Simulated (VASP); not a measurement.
The system is Nb.

```
Nb
1.0
    -1.66395    1.66395    1.66395
     1.66395   -1.66395    1.66395
     1.66395    1.66395   -1.66395
Nb
1
Cartesian
  0.0000 0.0000 0.0000
```

| Quantity | Value |
| --- | --- |
| Program | VASP 6.6.1 |
| Task | relaxation of cell and atoms |
| Functional | LDA |
| Potentials or basis | VASP PAW LDA potentials, release 64 (Nb_sv) |
| Cutoff | 500 eV |
| k mesh | 9 × 9 × 9 |
| Occupations | fermi-dirac, width 0.02 eV |
| Spin | no spin polarisation |

At the start: pressure -12.8 GPa; volume 18.43 Å³/atom.

Q: How do energy, volume and symmetry change on relaxing?

A: Over 4 steps the energy falls by 58.2 meV/atom and the volume is 17.07 Å³/atom (-7.4 %); space group Im-3m (No. 229, to 0.05 Å).

The path:
```tsv
step	energy change (eV)	largest force (eV/Å)	pressure (GPa)	volume (Å³)
1	0.0000	0.0000	-12.77	18.43
2	0.1823	0.0000	37.23	14.78
3	-0.0579	0.0000	-1.04	17.15
4	-0.0582	0.0000	-0.17	17.07
```

Final structure:
```
CELL_PARAMETERS angstrom
-1.62213 1.62213 1.62213
1.62213 -1.62213 1.62213
1.62213 1.62213 -1.62213
ATOMIC_POSITIONS crystal
Nb 0.00000 0.00000 0.00000
```
